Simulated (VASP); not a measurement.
**SnO: single point with r2SCAN**

Crystal: SnO.

```xyz
4
Lattice="3.7317 0.0000 0.0000 0.0000 3.7317 0.0000 0.0000 0.0000 4.9954" Properties=species:S:1:pos:R:3 pbc="T T T"
Sn    0.0000    1.8658    1.1609
Sn    1.8658    0.0000    3.8345
O     1.8658    1.8658    0.0000
O     0.0000    0.0000    0.0000
```

This cell differs from its parent crystal: biaxial strain in the a-b plane: -2.0 %.

| Item | Value |
| --- | --- |
| Program | VASP 6.6.1 |
| Task | single point |
| Functional | r2SCAN |
| Potentials or basis | VASP PAW PBE potentials, release 64 (Sn_d, O) |
| Cutoff | 520 eV |
| k mesh | 10 × 10 × 8 |
| Occupations | gaussian, width 0.01 eV |
| Spin | no spin polarisation |
| Dipole correction | no |
| Further INCAR settings | ALGO = Normal; EDIFF = 1e-06; NBANDS = 28 |

```yaml
Pressure: 4.2 GPa
Largest_force: 0.391 eV/Å
Band_gap_on_the_k_mesh: 0.14 eV, indirect (least direct gap 2.41 eV)
```

Forces in eV/Å, atoms in the order of the input:
```
Sn   0.000  0.000  0.391
Sn   0.000  0.000 -0.391
O    0.000  0.000  0.000
O    0.000  0.000  0.000
```

Stress tensor (GPa, compression positive):
```
5.37 0.00 0.00
0.00 5.37 0.00
0.00 0.00 1.93
```

Levels at points of the mesh, in eV from the valence-band top:
```csv
k point,band 16,band 17,band 18,band 19,band 20,band 21,band 22,band 23,band 24,band 25
"(0.00, 0.00, 0.00)",-7.09,-4.22,-3.79,-3.79,0.00,2.41,4.14,5.00,5.00,5.79
"(0.50, 0.00, 0.00)",-5.85,-5.57,-5.57,-3.20,-3.20,3.17,3.17,6.27,6.27,6.31
"(0.50, 0.50, 0.00)",-6.04,-3.10,-3.10,-2.29,-2.29,0.14,0.14,4.45,4.45,7.20
"(0.00, 0.00, 0.50)",-4.26,-3.80,-3.80,-3.39,-2.99,2.07,3.23,3.23,4.04,7.90
"(0.50, 0.00, 0.50)",-6.20,-5.55,-5.55,-2.26,-2.26,2.46,2.46,5.86,5.86,7.01
"(0.50, 0.50, 0.50)",-6.38,-3.10,-3.10,-2.95,-2.95,2.31,2.31,3.97,3.97,5.92
```

Wall time 7.4 min on 1 thread of Intel Xeon 6975P-C, with other jobs on the host, peak memory 0.3 GiB.

Caveat: the cell differs from its parent crystal (biaxial strain in the a-b plane: -2.0 %); the PAW data sets were made with another functional, which shifts forces and pressure a little; spin-orbit coupling is left out, which moves the levels of the heavy elements. A k mesh can miss the band edges.
